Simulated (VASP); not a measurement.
**BN: single point with PBE**

The system is BN.

```
B N
1.0
     0.00000   -1.81239   -1.86078
    -1.86078    0.00000   -1.86078
     1.86078    1.81239   -3.72157
B N
2 2
Direct
  0.00000 0.00000 0.00000
  0.50000 0.50000 0.50000
  0.37500 0.37500 0.87500
  0.87500 0.87500 0.37500
```

```json
{"Program": "VASP 6.6.1", "Task": "single point", "Functional": "PBE", "Potentials or basis": "VASP PAW PBE potentials, release 64 (B, N)", "Cutoff": "520 eV", "k mesh": "6 × 6 × 6", "Occupations": "gaussian, width 0.05 eV", "Spin": "no spin polarisation", "Dipole correction": "no", "Further INCAR settings": "ALGO = Normal; EDIFF = 1e-06; NBANDS = 16"}
```

- Pressure: -17.7 GPa
- Band gap on the k mesh: 3.96 eV

Forces on the atoms (eV/Å):
```
B   -0.002 -0.002  0.002
B   -0.002 -0.002  0.002
N    0.002  0.002 -0.002
N    0.002  0.002 -0.002
```

Stress tensor (GPa, compression positive):
```
-22.59  -0.04   0.03
 -0.04  -7.84   0.04
  0.03   0.04 -22.59
```

Levels at points of the mesh, in eV from the valence-band top:
| k point | band 6 | band 7 | band 8 | band 9 | band 10 | band 11 |
| --- | --- | --- | --- | --- | --- | --- |
| (0.00, 0.00, 0.00) | -0.24 | -0.24 | 0.00 | 8.25 | 8.44 | 8.44 |
| (0.50, 0.00, 0.00) | -4.87 | -3.80 | -3.80 | 6.88 | 6.88 | 12.03 |
| (0.00, 0.50, 0.00) | -5.15 | -3.48 | -3.48 | 7.30 | 7.30 | 12.43 |
| (0.50, 0.50, 0.00) | -4.65 | -2.17 | -1.80 | 4.38 | 8.93 | 9.06 |
| (0.00, 0.00, 0.50) | -1.36 | -1.08 | -1.08 | 8.78 | 8.78 | 9.79 |
| (0.50, 0.00, 0.50) | -4.99 | -2.17 | -1.80 | 3.96 | 8.33 | 9.06 |

Wall time 11 s on 1 thread of Intel(R) Xeon(R) 6975P-C (Granite Rapids), with other jobs on the host, peak memory 0.14 GiB.

Caveat: the k points lie up to 0.48 Å⁻¹ apart. A k mesh can miss the band edges.
